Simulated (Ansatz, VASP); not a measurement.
# Two plane-wave programs on As

```
As
1.0
     2.98332    0.00000    0.00000
    -1.49166    2.58363    0.00000
     0.00000    0.00000    4.93180
As
2
Direct
  0.33333 0.66667 0.25000
  0.66667 0.33333 0.75000
```

Alike in both runs: functional r2SCAN; k mesh 21 × 21 × 12; occupations gaussian, width 0.1 eV; no spin polarisation.

Ansatz relaxed the structure, and its values are those at the end. VASP's run is a single point on that final structure, the one shown.

|  | VASP | Ansatz |
| --- | --- | --- |
| version | VASP 6.6.1 | Ansatz 0.2.0 |
| potentials or method | VASP PAW PBE potentials, release 64 (As), cutoff 520 eV | scalar-relativistic, plane waves, PAW |
| valence electrons in the cell | 10 | 30 |

```tsv
	VASP	Ansatz	Ansatz less VASP
gap on the k mesh at the Fermi level (eV)	none	none	-
pressure (GPa)	0.0	0.0	+0.08
```

VASP's potentials were made for PBE, not for r2SCAN. A gap of «none» marks a metal or a gap that the smearing closes. VASP's potentials hold 10 valence electrons a cell and Ansatz's 30, so a difference there can come from the potentials and not from the codes.
